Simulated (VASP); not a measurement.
# Ag3Au (Pm-3m) in VASP: further runs

Runs on Ag3Au. Level: LDA. Tasks: relaxation of cell and atoms.

Program: VASP 6.6.1. These are calculated values, not measurements. Logs are shortened: lines on timing, memory, paths and dates and some standing lists are left out, and cuts for length are marked.

## Step 1: The cell of the first run

Symmetry: Pm-3m, No. 221, cubic system. Conventional cell: a = 4.010 Å, b = 4.010 Å, c = 4.010 Å, α = 90.00°, β = 90.00°, γ = 90.00°. Within 3.7 Å of Au (site symmetry m-3m) lie 12 Ag at 2.84 Å. Within 3.7 Å of Ag (site symmetry 4/mmm) lie 4 Au at 2.84 Å and 8 Ag at 2.84 Å.

## Step 2: Relaxation of cell and atoms, LDA

Contents of INCAR:

```
SYSTEM = Ag3Au
PREC = Accurate ; ENCUT = 600
EDIFF = 1E-7 ; ISMEAR = 1
SIGMA = 0.1 ; LREAL = .False.
LASPH = .True. ; NELM = 60
ALGO = Normal ; ISIF = 3
LWAVE = .False. ; LCHARG = .False.
GGA = CA ; IBRION = 2
NSW = 50 ; EDIFFG = -0.03
```

Contents of KPOINTS:

```
regular mesh
0
Gamma
  6 6 6
  0 0 0
```

Contents of POSCAR:

```
Ag3Au
1.0
    4.0102634444      0.0000000000      0.0000000000
    0.0000000000      4.0102634444      0.0000000000
    0.0000000000      0.0000000000      4.0102634444
Au Ag
1 3
Direct
    0.0000000000      0.0000000000      0.0000000000
    0.0000000000      0.5000000000      0.5000000000
    0.5000000000      0.0000000000      0.5000000000
    0.5000000000      0.5000000000      0.0000000000
```

Potentials or basis: VASP PAW LDA potentials, release 64 (Au, Ag).

Run with:

```console
> cat potpaw_LDA.64/Au/POTCAR potpaw_LDA.64/Ag/POTCAR > POTCAR
> mpirun -np 1 vasp_std > vasp.out
```

OUTCAR:

```text
SYSTEM = Ag3Au
   PREC = Accurate
   ENCUT = 600
   EDIFF = 1E-7
   ISMEAR = 1
   LREAL = .False.
   LASPH = .True.
   NELM = 60
   ISIF = 3
   GGA = CA
   IBRION = 2
   NSW = 50
   EDIFFG = -0.03

 ion  position               nearest neighbor table
   1  0.000  0.000  0.000-   2 2.84   3 2.84   4 2.84   2 2.84   3 2.84   2 2.84   4 2.84   2 2.84
                             3 2.84   4 2.84   3 2.84   4 2.84
   2  0.000  0.500  0.500-   1 2.84   3 2.84   4 2.84   1 2.84   4 2.84   1 2.84   3 2.84   1 2.84
                             3 2.84   4 2.84   4 2.84   3 2.84
   3  0.500  0.000  0.500-   1 2.84   2 2.84   4 2.84   1 2.84   4 2.84   2 2.84   4 2.84   4 2.84
                             1 2.84   2 2.84   1 2.84   2 2.84
   4  0.500  0.500  0.000-   1 2.84   2 2.84   3 2.84   2 2.84   3 2.84   1 2.84   3 2.84   3 2.84
                             1 2.84   2 2.84   2 2.84   1 2.84

  LATTYP: Found a simple cubic cell.
 ALAT       =     4.0102634444

  Lattice vectors:

 A1 = (   4.0102634444,   0.0000000000,   0.0000000000)
 A2 = (   0.0000000000,   4.0102634444,   0.0000000000)
 A3 = (   0.0000000000,   0.0000000000,   4.0102634444)

Analysis of symmetry for initial positions (statically):
=====================================================================
 Subroutine PRICEL returns:
 Original cell was already a primitive cell.

 Routine SETGRP: Setting up the symmetry group for a
 simple cubic supercell.

 Subroutine GETGRP returns: Found 48 space group operations
[... 9 lines left out ...]

 Routine SETGRP: Setting up the symmetry group for a
 simple cubic supercell.

 Subroutine GETGRP returns: Found 48 space group operations
[... 11 lines left out ...]
                                     Primitive cell

  volume of cell :      64.4939

  direct lattice vectors                    reciprocal lattice vectors
     4.010263444  0.000000000  0.000000000     0.249360176  0.000000000  0.000000000
     0.000000000  4.010263444  0.000000000     0.000000000  0.249360176  0.000000000
     0.000000000  0.000000000  4.010263444     0.000000000  0.000000000  0.249360176

  length of vectors
     4.010263444  4.010263444  4.010263444     0.249360176  0.249360176  0.249360176

  position of ions in fractional coordinates (direct lattice)
     0.000000000  0.000000000  0.000000000
     0.000000000  0.500000000  0.500000000
     0.500000000  0.000000000  0.500000000
     0.500000000  0.500000000  0.000000000

  ion indices of the primitive-cell ions
   primitive index   ion index
                 1           1
                 2           2
                 3           3
                 4           4

----------------------------------------------------------------------------------------

 KPOINTS: regular mesh

Automatic generation of k-mesh.
 Grid dimensions read from file:
 generate k-points for:    6    6    6

 Generating k-lattice:

  Cartesian coordinates                     Fractional coordinates (reciprocal lattice)
     0.041560029  0.000000000  0.000000000     0.166666667  0.000000000  0.000000000
     0.000000000  0.041560029  0.000000000     0.000000000  0.166666667  0.000000000
     0.000000000  0.000000000  0.041560029     0.000000000  0.000000000  0.166666667

  Length of vectors
     0.041560029  0.041560029  0.041560029

  Shift w.r.t. Gamma in fractional coordinates (k-lattice)
     0.000000000  0.000000000  0.000000000

 Subroutine IBZKPT returns following result:
 ===========================================

 Found     20 irreducible k-points:

 Following reciprocal coordinates:
            Coordinates               Weight
  0.000000  0.000000  0.000000      1.000000
  0.166667  0.000000  0.000000      6.000000
  0.333333  0.000000  0.000000      6.000000
  0.500000  0.000000  0.000000      3.000000
  0.166667  0.166667  0.000000     12.000000
  0.333333  0.166667  0.000000     24.000000
[... 12 lines left out ...]
  0.500000  0.500000  0.333333      6.000000
  0.500000  0.500000  0.500000      1.000000
   k-points           NKPTS =     20   k-points in BZ     NKDIM =     20   number of bands    NBANDS=     26
   number of dos      NEDOS =    301   number of ions     NIONS =      4
   total plane-waves  NPLWV =  32768
   dimension x,y,z NGX =    32 NGY =   32 NGZ =   32
   dimension x,y,z NGXF=    64 NGYF=   64 NGZF=   64
   ions per type =               1   3
   NGX,Y,Z   is equivalent  to a cutoff of  13.27, 13.27, 13.27 a.u.
   NGXF,Y,Z  is equivalent  to a cutoff of  26.53, 26.53, 26.53 a.u.
 SYSTEM =  Ag3Au
   PREC   = accura    normal or accurate (medium, high low for compatibility)
   ISTART =      0    job   : 0-new  1-cont  2-samecut
   ICHARG =      2    charge: 1-file 2-atom 10-const
   ISPIN  =      1    spin polarized calculation?
   LNONCOLLINEAR =      F non collinear calculations
   LSORBIT =      F    spin-orbit coupling
   LASPH  =      T    aspherical Exc in radial PAW
   ENCUT  =  600.0 eV  44.10 Ry    6.64 a.u.   8.01  8.01  8.01*2*pi/ulx,y,z
   NELM   =     60;   NELMIN=  2; NELMDL= -5     # of ELM steps
   EDIFF  = 0.1E-06   stopping-criterion for ELM
   LREAL  =      F    real-space projection
   EDIFFG = -.3E-01   stopping-criterion for IOM
   NSW    =     50    number of steps for IOM
   IBRION =      2    ionic relax: 0-MD 1-quasi-New 2-CG
   NFREE  =      1    steps in history (QN), initial steepest desc. (CG)
   ISIF   =      3    stress and relaxation
   ISYM   =      2    0-nonsym 1-usesym 2-fastsym
   POTIM  = 0.5000    time-step for ionic-motion
   TEBEG  =    0.0;   TEEND  =   0.0 temperature during run
   PSTRESS=    0.0 pullay stress
   NELECT =      44.0000    total number of electrons
   NUPDOWN=      -1.0000    fix difference up-down
   EMIN   =  10.00;   EMAX   =-10.00  energy-range for DOS
   EFERMI =   0.00;   METHOD = LEGACY
   ISMEAR =     1;   SIGMA  =   0.10  broadening in eV -4-tet -1-fermi 0-gaus
   EFERMI_NEDOS =   21; number of points for ismear=-14 and -15
   IALGO  =     38    algorithm
   IMIX   =      4    mixing-type and parameters
     AMIX     =   0.40;   BMIX     =  1.00
     AMIX_MAG =   1.60;   BMIX_MAG =  1.00
  volume/ion in A,a.u.               =      16.12       108.81
  Fermi-wavevector in a.u.,A,eV,Ry     =   1.441184  2.723443 28.259462  2.077012
  Thomas-Fermi vector in A             =   2.559845
   LORBIT       =      0    0 simple, 1 ext, 2 COOP (PROOUT), +10 PAW based schemes
   GGA     = CA    functional components
   LHFCALC =     F    Hartree Fock is set to
   AEXX    =    0.0000 exact exchange contribution
   IVDW    =     0    specifies the selected vdW correction
   LEPSILON=     F    determine dielectric tensor
   LRPA    =     F    only Hartree local field effects (RPA)
 conjugate gradient relaxation of ions
 non-spin polarized calculation
 Methfessel and Paxton  Order N= 1 SIGMA  =   0.10
  energy-cutoff  :      600.00
  volume of cell :       64.49
 maximum number of plane-waves:      2178
   NGX = 17   NGY = 17   NGZ = 17

 number of electron      44.0000006 magnetization

 Free energy of the ion-electron system (eV)
  ---------------------------------------------------
  ext. energy  EPLUGINS =         0.00000000
  ---------------------------------------------------
  free energy    TOTEN  =       -15.93755710 eV

  energy without entropy =      -15.93232528  energy(sigma->0) =      -15.93581316

 E-fermi :   9.2765     XC(G=0): -13.0161

 val. band max:        9.1186220387   @ k =   0.3333   0.3333   0.0000
 cond. band min:       9.2892363009   @ k =   0.3333   0.3333   0.1667
 fundamental gap:      0.1706142622
 Fermi energy:         9.2765034164

 k-point     1 :       0.0000    0.0000    0.0000
  band No.  band energies     occupation
      1       0.3854      2.00000
      2       2.2748      2.00000
      3       2.2748      2.00000
      4       2.3420      2.00000
      5       2.4861      2.00000
      6       2.4861      2.00000
[... 18 lines left out ...]
     25      15.1366      0.00000
     26      16.9035      0.00000

 k-point     2 :       0.1667    0.0000    0.0000
  band No.  band energies     occupation
      1       0.6928      2.00000
      2       2.4199      2.00000
      3       2.4498      2.00000
      4       2.5087      2.00000
      5       2.5914      2.00000
      6       2.6491      2.00000
[... 18 lines left out ...]
     25      15.5307      0.00000
     26      16.7869      0.00000

 k-point     3 :       0.3333    0.0000    0.0000
  band No.  band energies     occupation
      1       1.5227      2.00000
      2       2.7174      2.00000
      3       2.8764      2.00000
      4       2.8877      2.00000
      5       2.9467      2.00000
      6       3.1335      2.00000
[... 18 lines left out ...]
     25      15.5865      0.00000
     26      16.5284      0.00000

 k-point     4 :       0.5000    0.0000    0.0000
  band No.  band energies     occupation
      1       2.2261      2.00000
      2       2.8400      2.00000
      3       3.1586      2.00000
      4       3.2358      2.00000
      5       3.2753      2.00000
      6       3.3644      2.00000
[... 18 lines left out ...]
     25      15.5659      0.00000
     26      15.7506      0.00000

 k-point     5 :       0.1667    0.1667    0.0000
  band No.  band energies     occupation
      1       0.9838      2.00000
      2       2.5632      2.00000
      3       2.6013      2.00000
      4       2.6285      2.00000
      5       2.7397      2.00000
      6       2.7521      2.00000
[... 18 lines left out ...]
     25      15.8243      0.00000
     26      17.2814      0.00000

 k-point     6 :       0.3333    0.1667    0.0000
  band No.  band energies     occupation
      1       1.7663      2.00000
      2       2.9145      2.00000
      3       2.9235      2.00000
      4       3.0168      2.00000
      5       3.0658      2.00000
      6       3.2031      2.00000
[... 311 lines left out ...]
 k-point    17 :       0.3333    0.3333    0.3333
  band No.  band energies     occupation
      1       2.2183      2.00000
      2       2.7426      2.00000
      3       2.8046      2.00000
      4       2.8046      2.00000
      5       3.9489      2.00000
      6       3.9641      2.00000
[... 18 lines left out ...]
     25      13.2981      0.00000
     26      14.5239      0.00000

 k-point    18 :       0.5000    0.3333    0.3333
  band No.  band energies     occupation
      1       2.2573      2.00000
      2       2.5734      2.00000
      3       2.6963      2.00000
      4       2.7287      2.00000
      5       3.9850      2.00000
      6       3.9934      2.00000
[... 18 lines left out ...]
     25      12.4586      0.00000
     26      13.6285      0.00000

 k-point    19 :       0.5000    0.5000    0.3333
  band No.  band energies     occupation
      1       2.1694      2.00000
      2       2.5073      2.00000
      3       2.5152      2.00000
      4       2.5152      2.00000
      5       4.1853      2.00000
      6       4.1853      2.00000
[... 18 lines left out ...]
     25      12.7523      0.00000
     26      14.2904      0.00000

 k-point    20 :       0.5000    0.5000    0.5000
  band No.  band energies     occupation
      1       2.0053      2.00000
      2       2.3452      2.00000
      3       2.3452      2.00000
      4       2.3452      2.00000
      5       4.2410      2.00000
      6       4.2410      2.00000
[... 18 lines left out ...]
     25      11.5496      0.00000
     26      13.5790      0.00000

------------------------ aborting loop because EDIFF is reached ----------------------------------------

  FORCE on cell =-STRESS in cart. coord.  units (eV):
  Direction    XX          YY          ZZ          XY          YZ          ZX
  --------------------------------------------------------------------------------------
  -------------------------------------------------------------------------------------
  Total        0.0938356      0.0938356      0.0938356     -0.0000000      0.0000000     -0.0000000
  in kB        2.3310921      2.3310921      2.3310921     -0.0000000      0.0000000     -0.0000000
  external PRESSURE =       2.3310921 kB  Pullay stress =       0.0000000 kB

 VOLUME and BASIS-vectors are now :
 -----------------------------------------------------------------------------
  energy-cutoff  :      600.00
  volume of cell :       64.49
      direct lattice vectors                 reciprocal lattice vectors
     4.010263444  0.000000000  0.000000000     0.249360176  0.000000000  0.000000000
     0.000000000  4.010263444  0.000000000     0.000000000  0.249360176  0.000000000
     0.000000000  0.000000000  4.010263444     0.000000000  0.000000000  0.249360176

 POSITION                                       TOTAL-FORCE (eV/Angst)
 -----------------------------------------------------------------------------------
      0.00000      0.00000      0.00000         0.000000      0.000000      0.000000
      0.00000      2.00513      2.00513         0.000000      0.000000      0.000000
      2.00513      0.00000      2.00513         0.000000      0.000000      0.000000
      2.00513      2.00513      0.00000         0.000000      0.000000      0.000000
 -----------------------------------------------------------------------------------
    total drift:                                0.000000     -0.000000     -0.000000

  FREE ENERGIE OF THE ION-ELECTRON SYSTEM (eV)
  ---------------------------------------------------
  free  energy   TOTEN  =       -15.9375571032 eV

  energy  without entropy=      -15.9323252753  energy(sigma->0) =      -15.93581316

 reached required accuracy - stopping structural energy minimisation
```

Wall time 27 s (1 thread of Intel Xeon Platinum 8259CL at 2.50GHz (Skylake/Cascade Lake), shared host); peak memory 0.18 GiB.

What came out:

```
Free energy             : -15.9376 eV
Pressure after relaxing : 0.2 GPa
Band gap on the k mesh  : zero (band 22 reaches 10.60 eV, above the bottom of band 23 at 8.50 eV)
```

Final structure:
```
CELL_PARAMETERS angstrom
4.01026 0.00000 0.00000
0.00000 4.01026 0.00000
0.00000 0.00000 4.01026
ATOMIC_POSITIONS crystal
Au 0.00000 0.00000 0.00000
Ag 0.00000 0.50000 0.50000
Ag 0.50000 0.00000 0.50000
Ag 0.50000 0.50000 0.00000
```

Levels at points of the mesh, in eV from the Fermi level:
```
           k point  band 19  band 20  band 21  band 22  band 23  band 24  band 25  band 26
(0.00, 0.00, 0.00)    -2.17    -2.17    -2.17     1.32     1.32     1.32     5.86     7.63
(0.50, 0.00, 0.00)    -3.44    -3.05    -2.73    -2.18     5.97     5.97     6.29     6.47
(0.50, 0.50, 0.00)    -3.55    -3.55    -0.84    -0.58    -0.58     0.11     9.16     9.49
(0.50, 0.50, 0.50)    -2.54    -2.54    -0.78    -0.78    -0.78    -0.69     2.27     4.30
```

Caveat: the relaxation stopped at its first step, so nothing moved; spin-orbit coupling is left out, which moves the levels of the heavy elements.

## Step 3: Relaxation of cell and atoms, LDA

This run uses another cell than the first one, of 17.04 Å³/atom, 1.057 times its volume.

Contents of INCAR:

```
PREC = Accurate
ENCUT = 600
EDIFF = 1E-6
ISMEAR = 1
SIGMA = 0.1
LREAL = False
LASPH = True
NELM = 80
ALGO = Normal
ISIF = 3
LWAVE = False
LCHARG = False
GGA = CA
IBRION = 2
NSW = 50
EDIFFG = -0.03
```

Contents of KPOINTS:

```
Automatic mesh
0
Gamma
  6 6 6
```

Contents of POSCAR:

```
Ag3Au
1.0
    4.0850000000      0.0000000000      0.0000000000
    0.0000000000      4.0850000000      0.0000000000
    0.0000000000      0.0000000000      4.0850000000
Au Ag
1 3
Direct
    0.0000000000      0.0000000000      0.0000000000
    0.0000000000      0.5000000000      0.5000000000
    0.5000000000      0.0000000000      0.5000000000
    0.5000000000      0.5000000000      0.0000000000
```

Potentials or basis: VASP PAW LDA potentials, release 64 (Au, Ag).

Run with:

```console
> cat potpaw_LDA.64/Au/POTCAR potpaw_LDA.64/Ag/POTCAR > POTCAR
> mpirun -np 1 vasp_std > vasp.out
```

Run time: 72 s. Hardware: 1 thread of Intel Xeon Platinum 8259CL at 2.50GHz (Skylake/Cascade Lake), shared host; peak memory 0.2 GiB.

Results (log left out):

```yaml
Free_energy: -15.9392 eV
Relaxed_volume: 16.16 Å³/atom
Relaxed_cell: a = 4.013 Å, b = 4.013 Å, c = 4.013 Å, α = 90.00°, β = 90.00°, γ = 90.00°
Space_group_after_relaxing_to_0.05_Å: Pm-3m (No. 221)
Energy_gained_by_relaxing: 20.8 meV/atom
Ionic_steps: 3
Pressure_after_relaxing: -0.1 GPa
Band_gap_on_the_k_mesh: zero (band 22 reaches 10.56 eV, above the bottom of band 23 at 8.47 eV)
```

Step by step:
| step | energy change (eV) | largest force (eV/Å) | pressure (GPa) | volume (Å³) |
| --- | --- | --- | --- | --- |
| 1 | 0.0000 | 0.0000 | -7.05 | 68.17 |
| 2 | 0.0233 | 0.0000 | 10.19 | 61.04 |
| 3 | -0.0833 | 0.0000 | -0.09 | 64.64 |

Final structure:
```xyz
4
Lattice="4.0133 0.0000 0.0000 0.0000 4.0133 0.0000 0.0000 0.0000 4.0133" Properties=species:S:1:pos:R:3 pbc="T T T"
Au    0.0000    0.0000    0.0000
Ag    0.0000    2.0067    2.0067
Ag    2.0067    0.0000    2.0067
Ag    2.0067    2.0067    0.0000
```

Levels at points of the mesh, in eV from the Fermi level:
```tsv
k point	band 19	band 20	band 21	band 22	band 23	band 24	band 25	band 26
(0.00, 0.00, 0.00)	-2.17	-2.17	-2.17	1.32	1.32	1.32	5.84	7.61
(0.50, 0.00, 0.00)	-3.43	-3.05	-2.72	-2.18	5.96	5.96	6.27	6.47
(0.50, 0.50, 0.00)	-3.55	-3.55	-0.84	-0.58	-0.58	0.11	9.14	9.47
(0.50, 0.50, 0.50)	-2.53	-2.53	-0.77	-0.77	-0.77	-0.68	2.26	4.29
```

Caveat: spin-orbit coupling is left out, which moves the levels of the heavy elements.
